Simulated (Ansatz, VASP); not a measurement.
**One calculation of InSb3, two programs**

```
Sb In
1.0
     4.80637    0.00000    0.00000
     0.00000    4.80637    0.00000
     0.00000    0.00000    4.80637
Sb In
3 1
Direct
  0.51050 0.48869 0.99375
  0.00030 0.50846 0.50419
  0.50096 0.99871 0.50049
  0.99574 0.99724 0.00411
```

Change from the starting cell: atoms moved at random, drawn with an rms of 0.05 Å.

Alike in both runs: task single point; functional PBE; k mesh 6 × 6 × 6; occupations fermi-dirac, width 0.05 eV; no spin polarisation.

|  | VASP | Ansatz |
| --- | --- | --- |
| version | VASP 6.6.1 | Ansatz 0.2.0 |
| potentials or method | VASP PAW PBE potentials, release 64 (Sb, In_d) | Ansatz PAW |
| plane-wave cutoff (eV) | 520 | 420 |
| valence electrons in the cell | 28 | 58 |

|  | VASP | Ansatz | Ansatz less VASP |
| --- | --- | --- | --- |
| gap on the k mesh at the Fermi level (eV) | none | none | - |
| pressure (GPa) | 0.2 | 0.2 | +0.09 |
| rms of the force components (eV/Å) | 0.038 | 0.038 | 0.0000 |

Atom by atom the forces differ by 0.000 eV/Å (rms over components). A gap of «none» marks a metal or a gap that the smearing closes. With one functional, cell and mesh, what is left measures potentials, basis and numerics. VASP's potentials hold 28 valence electrons a cell and Ansatz's 58, so a difference there can come from the potentials and not from the codes.

Neither program's run includes spin-orbit coupling.
